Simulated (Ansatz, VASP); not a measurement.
**Hg: VASP beside Ansatz**

Contents of INCAR:

```
  PREC = Accurate
  ENCUT = 520
  EDIFF = 1E-8
  ISMEAR = -1
  SIGMA = 0.05
  LREAL = False
  LASPH = True
  NELM = 60
  ALGO = Normal
  ISIF = 2
  LWAVE = False
  LCHARG = False
  GGA = PS
  LEFG = True
  NBANDS = 25
```

The input KPOINTS:

```
Automatic mesh
0
Gamma
  8 8 9
```

POSCAR

```
Hg
1.0
    4.4473229131      0.0000000000      0.0000000000
   -2.2236614566      3.8514946216      0.0000000000
    0.0000000000      0.0000000000      3.7909982407
Hg
3
Direct
    0.3333333333      0.6666666667      0.5000000000
    0.0000000000      0.0000000000      0.0000000000
    0.6666666667      0.3333333333      0.5000000000
```

Input for Ansatz:

```yaml
crystal:
  lattice:
    - [4.4473229131, 0.0, 0.0]
    - [-2.2236614566, 3.8514946216, 0.0]
    - [0.0, 0.0, 3.7909982407]
  atoms:
    - { symbol: Hg, position: [0.3333333333, 0.6666666667, 0.5] }
    - { symbol: Hg, position: [0.0, 0.0, 0.0] }
    - { symbol: Hg, position: [0.6666666667, 0.3333333333, 0.5] }
kpoints:
  mp_grid: { grid: [8, 8, 9] }
scf:
  occupations: { method: fermi_dirac, width: 0.05 }
hamiltonian:
  xc: pbesol
  pseudopotentials: { kind: all_electron, datasets: crystal }
output:
  forces: true
  stress: true
  eigenvalues: true
  efg: { contact_densities: true }
```

Change from the starting cell: volume scaled by 0.94, crystal datasets.

Alike in both runs: task electric field gradients; functional PBEsol; k mesh 8 × 8 × 9; occupations fermi-dirac, width 0.05 eV; no spin polarisation.

|  | VASP | Ansatz |
| --- | --- | --- |
| version | VASP 6.6.1 | Ansatz 0.2.0 |
| potentials or method | VASP PAW PBE potentials, release 64 (Hg), cutoff 520 eV | all-electron PAW with datasets made for the crystal, scalar-relativistic |

|  | VASP | Ansatz | Ansatz less VASP |
| --- | --- | --- | --- |
| pressure (GPa) | 14.8 | 13.7 | -1.14 |
| traceless stress, the component that is largest in VASP (GPa) | -12.55 | -11.77 | +0.785 |
| size of Vzz on the site where it differs most (V/Å²) | 373.7 | 276.7 | -96.95 |

VASP's potentials were made for PBE, not for PBEsol. Ansatz ran all-electron here, and VASP with PAW potentials.

Spin-orbit coupling is off throughout.
